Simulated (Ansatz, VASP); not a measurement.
# One calculation of In2Au, two programs

File INCAR:

```
  PREC = Accurate
  ENCUT = 520
  EDIFF = 1E-8
  ISMEAR = -1
  SIGMA = 0.05
  LREAL = False
  LASPH = True
  NELM = 100
  ALGO = Normal
  ISIF = 2
  LWAVE = False
  LCHARG = False
  LEFG = True
  NBANDS = 26
```

Contents of KPOINTS:

```
regular mesh
0
Gamma
  10 10 10
```

Contents of POSCAR:

```
In2Au
1.0
    0.0000000000      3.2401270091      3.2401270091
    3.2401270091      0.0000000000      3.2401270091
    3.2401270091      3.2401270091      0.0000000000
In Au
2 1
Direct
    0.2500000000      0.2500000000      0.2500000000
    0.7500000000      0.7500000000      0.7500000000
    0.0000000000      0.0000000000      0.0000000000
```

Input for Ansatz:

```yaml
crystal:
  lattice:
    - [0.0, 3.2401270091, 3.2401270091]
    - [3.2401270091, 0.0, 3.2401270091]
    - [3.2401270091, 3.2401270091, 0.0]
  atoms:
    - { symbol: In, position: [0.25, 0.25, 0.25] }
    - { symbol: In, position: [0.75, 0.75, 0.75] }
    - { symbol: Au, position: [0.0, 0.0, 0.0] }
kpoints:
  mp_grid: { grid: [10, 10, 10] }
scf:
  occupations: { method: fermi_dirac, width: 0.05 }
hamiltonian:
  xc: lda
  pseudopotentials: { kind: all_electron, datasets: crystal }
output:
  forces: true
  stress: true
  eigenvalues: true
  efg: { contact_densities: true }
```

Change from the starting cell: volume scaled by 0.99, crystal datasets.

Alike in both runs: task electric field gradients; functional LDA; k mesh 10 × 10 × 10; occupations fermi-dirac, width 0.05 eV; no spin polarisation.

|  | VASP | Ansatz |
| --- | --- | --- |
| version | VASP 6.6.1 | Ansatz 0.2.0 |
| potentials or method | VASP PAW LDA potentials, release 64 (In_d, Au), cutoff 520 eV | all-electron PAW with datasets made for the crystal, scalar-relativistic |

VASP gave:

```
pressure (GPa) : -0.5
```

**Question.** Estimate Ansatz's values.

**Answer.** Pressure (GPa): -0.6.

LDA's correlation is that of Perdew and Zunger in VASP and of Perdew and Wang (1992) in Ansatz. Ansatz ran all-electron here, and VASP with PAW potentials.

Neither program's run includes spin-orbit coupling.
